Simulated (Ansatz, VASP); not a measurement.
One calculation of Co, two programs

```
Co
1.0
     2.35851    0.00000    0.00000
     0.00000    2.35851    0.00000
     0.00000    0.00000    2.35851
Co
1
Direct
  0.00000 0.00000 0.00000
```

Alike in both runs: functional revPBE; k mesh 14 × 14 × 14; occupations fermi-dirac, width 0.05 eV; collinear spin.

Ansatz relaxed the structure, and its values are those at the end. VASP's run is a single point on that final structure, the one shown.

|  | VASP | Ansatz |
| --- | --- | --- |
| version | VASP 6.6.1 | Ansatz 0.2.0 |
| potentials or method | VASP PAW PBE potentials, release 64 (Co), cutoff 520 eV | plane waves (420 eV) with PAW, scalar-relativistic |
| valence electrons in the cell | 9 | 17 |

VASP gave:

```
pressure (GPa)                                                : -0.6
net moment per atom (μB)                                      : 1.89
size of the moment on the site where the two differ most (μB) : 1.90
```

Q: Which values does Ansatz return?

A: Pressure (GPa): 0.0; net moment per atom (μB): 1.89; size of the moment on the site where the two differ most (μB): 1.92.

VASP's potentials were made for PBE, not for revPBE. Site moments also hang on the region over which each program counts them. VASP's potentials hold 9 valence electrons a cell and Ansatz's 17, so a difference there can come from the potentials and not from the codes.
